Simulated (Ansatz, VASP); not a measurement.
**One calculation of B, two programs**

File INCAR:

```
SYSTEM = B
ALGO     = Normal         ! electronic algorithm
EDIFF    = 1E-7           ! SCF threshold, eV
ENCUT    = 520            ! plane-wave cutoff, eV
GGA      = PE             ! functional
ISIF     = 2              ! what is computed and relaxed
ISMEAR   = -1             ! smearing method
LASPH    = .TRUE.         ! aspherical terms in the spheres
LCHARG   = .TRUE.         ! write CHGCAR
LELF     = .TRUE.         ! ELF
LREAL    = .FALSE.        ! projectors in reciprocal space
LVHAR    = .TRUE.       
LWAVE    = .FALSE.        ! write WAVECAR
NBANDS   = 8              ! bands
NELM     = 100            ! most SCF steps
PREC     = Accurate       ! precision mode
SIGMA    = 0.05           ! smearing width, eV
```

Contents of KPOINTS:

```
k-points
0
G
  22 22 22
  0 0 0
```

POSCAR

```
B
1.0
    1.8325675987      0.0000000000      0.0000000000
    0.0000000000      1.8325675987      0.0000000000
    0.0000000000      0.0000000000      1.8325675987
B
1
Direct
    0.0000000000      0.0000000000      0.0000000000
```

Input for Ansatz:

```yaml
crystal:
  lattice:
    - [1.8325675987, 0.0, 0.0]
    - [0.0, 1.8325675987, 0.0]
    - [0.0, 0.0, 1.8325675987]
  atoms:
    - { symbol: B, position: [0.0, 0.0, 0.0] }
kpoints:
  mp_grid: { grid: [22, 22, 22] }
scf:
  occupations: { method: fermi_dirac, width: 0.05 }
hamiltonian:
  xc: pbe
  pseudopotentials: { kind: all_electron, lapw: { basis_error: 0.001 } }
output:
  forces: true
  stress: true
  eigenvalues: true
  populations: true
```

Change from the starting cell: volume scaled by 0.92, LAPW.

Alike in both runs: task single point; functional PBE; k mesh 22 × 22 × 22; occupations fermi-dirac, width 0.05 eV; no spin polarisation.

```csv
,VASP,Ansatz
version,VASP 6.6.1,Ansatz 0.2.0
potentials or method,"VASP PAW PBE potentials, release 64 (B), cutoff 520 eV","all-electron LAPW, scalar-relativistic"
```

```csv
,VASP,Ansatz,Ansatz less VASP
pressure (GPa),22.9,22.8,-0.08
```

Ansatz ran all-electron here, and VASP with PAW potentials.
